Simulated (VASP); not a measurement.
Set up this calculation in VASP 6.6.1, as the native input.

```
Task                   : single point
Functional             : PBEsol
Potentials or basis    : VASP PAW PBE potentials, release 64 (Ba_sv, Ti_sv, O, C, H)
Cutoff                 : 520 eV
k mesh                 : 2 × 2 × 1
Occupations            : fermi-dirac, width 0.05 eV
Spin                   : no spin polarisation
Dipole correction      : no
Further INCAR settings : LREAL = Auto; ALGO = Normal; EDIFF = 1e-07; NBANDS = 80
```

The structure of Ba3Ti3H4CO9 lies in POSCAR:

```
Ba3Ti3H4CO9
1.0
    5.6546840000      0.0000000000      0.0000000000
   -2.8273420000      4.8971000000      0.0000000000
    0.0000000000      0.0000000000     19.7216630000
Ba Ti O C H
3 3 9 1 4
Direct
    0.0000000000      0.0000000000      0.0507056631
    0.6666626426      0.3333401401      0.1575070013
    0.3333299300      0.6666598599      0.2837742436
    0.3333299300      0.6666598599      0.1057111664
    0.0000000000      0.0000000000      0.2326375823
    0.6667361162      0.3333809806      0.3287856607
    0.4971003247      0.9942006494      0.0557153826
    0.0058001900      0.5029098854      0.0557153826
    0.4971096955      0.5029098854      0.0557153826
    0.1686508342      0.3373016683      0.1879506814
    0.6627087231      0.8313491658      0.1879456109
    0.1686404427      0.8313491658      0.1879506814
    0.8389203864      0.6778909967      0.3114139005
    0.3221880527      0.1610953421      0.3114443239
    0.8389250676      0.1610545016      0.3114291122
    0.9592856656      0.4980498662      0.5635224575
    0.7747005556      0.4956198566      0.5452075720
    0.9626948528      0.3164934349      0.5450808078
    1.1412074642      0.6831390006      0.5453140539
    0.9600329548      0.4974576790      0.6190857231
```

The input as run:

INCAR

```
ALGO = Normal ; EDIFF = 1E-7
ENCUT = 520 ; GGA = PS
ISIF = 2 ; ISMEAR = -1
LASPH = T ; LCHARG = F
LREAL = Auto ; LWAVE = F
NBANDS = 80 ; NELM = 100
PREC = Accurate ; SIGMA = 0.05
```

KPOINTS

```
k-points
0
Gamma
  2 2 1
```

Potentials or basis: VASP PAW PBE potentials, release 64 (Ba_sv, Ti_sv, O, C, H).

Command:

```console
$ cat potpaw_PBE.64/Ba_sv/POTCAR potpaw_PBE.64/Ti_sv/POTCAR potpaw_PBE.64/O/POTCAR potpaw_PBE.64/C/POTCAR potpaw_PBE.64/H/POTCAR > POTCAR
$ mpirun -np 1 vasp_std > vasp.out
```

Results of the run:

```json
{"Largest force": "4.255 eV/Å", "Band gap on the k mesh": "0.12 eV"}
```

Caveat: the k points lie up to 0.64 Å⁻¹ apart; the PAW data sets were made with another functional, which shifts forces and pressure a little; spin-orbit coupling is left out, which moves the levels of the heavy elements.

Run time: 11 min on 1 thread of Intel(R) Xeon(R) Platinum 8375C CPU @ 2.90GHz (Ice Lake) (shared host), peak memory 0.65 GiB.
